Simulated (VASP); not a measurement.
# CoO (Fm-3m) in VASP: further runs, part 2 of 2

VASP 6.6.1. Earlier steps stand in the parts before.

**3. Electric field gradients, PBE, collinear spin, ferromagnetic start (volume scaled by 1.02)**

INCAR reads:

```
PREC     = Accurate       # precision mode
ENCUT    = 520            # plane-wave cutoff, eV
EDIFF    = 1E-8           # SCF threshold, eV
ISMEAR   = -1             # smearing method
SIGMA    = 0.05           # smearing width, eV
LREAL    = False          # projectors in reciprocal space
LASPH    = True           # aspherical terms in the spheres
NELM     = 150            # most SCF steps
ALGO     = Normal         # electronic algorithm
ISIF     = 2              # what is computed and relaxed
LWAVE    = False          # write WAVECAR
LCHARG   = False          # write CHGCAR
ISPIN    = 2              # spin polarisation
MAGMOM   = 2 0            # initial moments
LORBIT   = 11             # projections on sites
LMAXMIX  = 4              # l up to which the mixer works
GGA      = PE             # functional
LEFG     = True         
NBANDS   = 18             # bands
```

KPOINTS reads:

```
regular mesh
0
Gamma
  15 15 15
```

POSCAR reads:

```
CoO
1.0
    0.0000000000      2.1456163054      2.1456163054
    2.1456163054      0.0000000000      2.1456163054
    2.1456163054      2.1456163054      0.0000000000
Co O
1 1
Direct
    0.0000000000      0.0000000000      0.0000000000
    0.5000000000      0.5000000000      0.5000000000
```

Potentials or basis: VASP PAW PBE potentials, release 64 (Co, O).

Command:

```sh
$ cat potpaw_PBE.64/Co/POTCAR potpaw_PBE.64/O/POTCAR > POTCAR
$ mpirun -np 1 vasp_std > vasp.out
```

OUTCAR:

```text
PREC = Accurate
   ENCUT = 520
   EDIFF = 1E-8
   ISMEAR = -1
   LREAL = False
   LASPH = True
   NELM = 150
   ISIF = 2
   ISPIN = 2
   LORBIT = 11
   GGA = PE

 ion  position               nearest neighbor table
   1  0.000  0.000  0.000-   2 2.15   2 2.15   2 2.15   2 2.15   2 2.15   2 2.15
   2  0.500  0.500  0.500-   1 2.15   1 2.15   1 2.15   1 2.15   1 2.15   1 2.15

  LATTYP: Found a face centered cubic cell.
 ALAT       =     4.2912326108

  Lattice vectors:

 A1 = (   0.0000000000,   2.1456163054,   2.1456163054)
 A2 = (   2.1456163054,   0.0000000000,   2.1456163054)
 A3 = (   2.1456163054,   2.1456163054,   0.0000000000)

Analysis of symmetry for initial positions (statically):
=====================================================================
 Subroutine PRICEL returns:
 Original cell was already a primitive cell.

 Routine SETGRP: Setting up the symmetry group for a
 face centered cubic supercell.

 Subroutine GETGRP returns: Found 48 space group operations
 (whereof 48 operations were pure point group operations)
 out of a pool of 48 trial point group operations.

The static configuration has the point symmetry O_h .

Analysis of symmetry for dynamics (positions and initial velocities):
=====================================================================
 Subroutine PRICEL returns:
 Original cell was already a primitive cell.

 Routine SETGRP: Setting up the symmetry group for a
 face centered cubic supercell.

 Subroutine GETGRP returns: Found 48 space group operations
[... 1184 lines left out ...]

 [... further k-points ...]
[... 5 lines left out ...]
  --------------------------------------------------------------------------------------
  -------------------------------------------------------------------------------------
  Total       -0.6658913     -0.6658913     -0.6658913      0.0000000     -0.0000000     -0.0000000
  in kB      -54.0042278    -54.0042278    -54.0042278      0.0000000     -0.0000000     -0.0000000
  external PRESSURE =     -54.0042278 kB  Pullay stress =       0.0000000 kB

 VOLUME and BASIS-vectors are now :
 -----------------------------------------------------------------------------
  energy-cutoff  :      520.00
  volume of cell :       19.76
      direct lattice vectors                 reciprocal lattice vectors
     0.000000000  2.145616305  2.145616305    -0.233033278  0.233033278  0.233033278
     2.145616305  0.000000000  2.145616305     0.233033278 -0.233033278  0.233033278
     2.145616305  2.145616305  0.000000000     0.233033278  0.233033278 -0.233033278

 POSITION                                       TOTAL-FORCE (eV/Angst)
 -----------------------------------------------------------------------------------
      0.00000      0.00000      0.00000        -0.000000      0.000000      0.000000
      2.14562      2.14562      2.14562         0.000000      0.000000      0.000000
 -----------------------------------------------------------------------------------
    total drift:                                0.000000     -0.000000     -0.000000

  FREE ENERGIE OF THE ION-ELECTRON SYSTEM (eV)
  ---------------------------------------------------
  free  energy   TOTEN  =       -13.0529390853 eV

  energy  without entropy=      -13.0180173910  energy(sigma->0) =      -13.03547824

 Electric field gradients (V/A^2)
---------------------------------------------------------------------
 ion       V_xx      V_yy      V_zz      V_xy      V_xz      V_yz
---------------------------------------------------------------------
   1       0.000     0.000     0.000     0.001     0.001     0.001
   2      -0.000    -0.000    -0.000    -0.002    -0.002    -0.002
---------------------------------------------------------------------

 Electric field gradients after diagonalization (V/A^2)
 (convention: |V_zz| > |V_xx| > |V_yy|)
----------------------------------------------------------------------
 ion       V_xx      V_yy      V_zz     asymmetry (V_yy - V_xx)/ V_zz
----------------------------------------------------------------------
   1      -0.001    -0.001     0.003       0.000
   2       0.002     0.002    -0.004       0.000
----------------------------------------------------------------------

           NMR quadrupolar parameters

 Cq : quadrupolar parameter    Cq=e*Q*V_zz/h
 eta: asymmetry parameters     (V_yy - V_xx)/ V_zz
 Q  : nuclear electric quadrupole moment in mb (millibarn)
----------------------------------------------------------------------
 ion       Cq(MHz)       eta       Q (mb)
----------------------------------------------------------------------
   1       0.000       0.000       1.000
   2      -0.000       0.000       1.000
----------------------------------------------------------------------

 total charge

# of ion       s       p       d       tot
------------------------------------------
    1        0.288   0.342   7.125   7.755
    2        1.556   3.414   0.000   4.970
--------------------------------------------------
tot          1.844   3.756   7.125  12.725

 magnetization (x)

# of ion       s       p       d       tot
------------------------------------------
    1        0.020   0.017   2.551   2.588
    2        0.028   0.280   0.000   0.308
--------------------------------------------------
tot          0.048   0.297   2.551   2.896
```

OSZICAR:

```text
N       E                     dE             d eps       ncg     rms          rms(c)
DAV:   1     0.790215003970E+02    0.79022E+02   -0.65268E+03  8880   0.946E+02
DAV:   2    -0.104205365695E+02   -0.89442E+02   -0.76872E+02  9268   0.221E+02
[... 12 lines left out ...]
DAV:  15    -0.130529386107E+02    0.16116E-05   -0.20864E-05 12146   0.787E-02    0.315E-03
DAV:  16    -0.130529392206E+02   -0.60995E-06   -0.25924E-06 10668   0.138E-02    0.436E-03
DAV:  17    -0.130529391539E+02    0.66736E-07   -0.19440E-07 13264   0.614E-03    0.164E-03
DAV:  18    -0.130529390881E+02    0.65806E-07   -0.54839E-08 10968   0.296E-03    0.601E-04
DAV:  19    -0.130529390781E+02    0.10027E-07   -0.70727E-09  5092   0.106E-03    0.135E-04
DAV:  20    -0.130529390853E+02   -0.72171E-08   -0.32881E-09  4828   0.440E-04
   1 F= -.13052939E+02 E0= -.13035478E+02  d E =-.349217E-01  mag=     2.9489
```

stdout:

```text
POSCAR found type information on POSCAR CoO
 POSCAR found :  2 types and       2 ions
 scaLAPACK will be used
 LDA part: xc-table for (Slater+PW92), standard interpolation
 POSCAR, INCAR and KPOINTS ok, starting setup
 FFT: planning ... GRIDC
 FFT: planning ... GRID_SOFT
 FFT: planning ... GRID
 WAVECAR not read
 entering main loop
ion   1

ion   2
```

It took 81 s on 1 thread of Intel Xeon 6975P-C, shared host; peak memory 0.2 GiB.

Results:

| Item | Value |
| --- | --- |
| Free energy | -13.0529 eV |
| Pressure | -5.4 GPa |
| Net moment | 2.95 μB per cell |
| Site moments | Co +2.59; O +0.31 μB |
| Valence electrons inside the program's atomic spheres | Co 7.75; O 4.97 |

Levels at points of the mesh, in eV from the Fermi level:
Spin up:
| k point | band 6 | band 7 | band 8 | band 9 | band 10 | band 11 | band 12 | band 13 |
| --- | --- | --- | --- | --- | --- | --- | --- | --- |
| (0.00, 0.00, 0.00) | -3.04 | -3.01 | -3.01 | -3.01 | 0.90 | 16.80 | 17.98 | 17.98 |
Spin down:
```
           k point  band 3  band 4  band 5  band 6  band 7  band 8  band 9  band 10
(0.00, 0.00, 0.00)   -2.43   -2.43   -1.05   -1.05   -1.05    0.10    0.10     1.44
```

Caveat: without QUAD_EFG the Cq values of the log hold for a quadrupole moment of 1 mb, not for the nuclei; a cell with one magnetic atom can't hold antiferromagnetic order, which such compounds often take; semilocal functionals often make such compounds metallic where correlation or magnetic order opens a gap, which also shifts bond lengths.
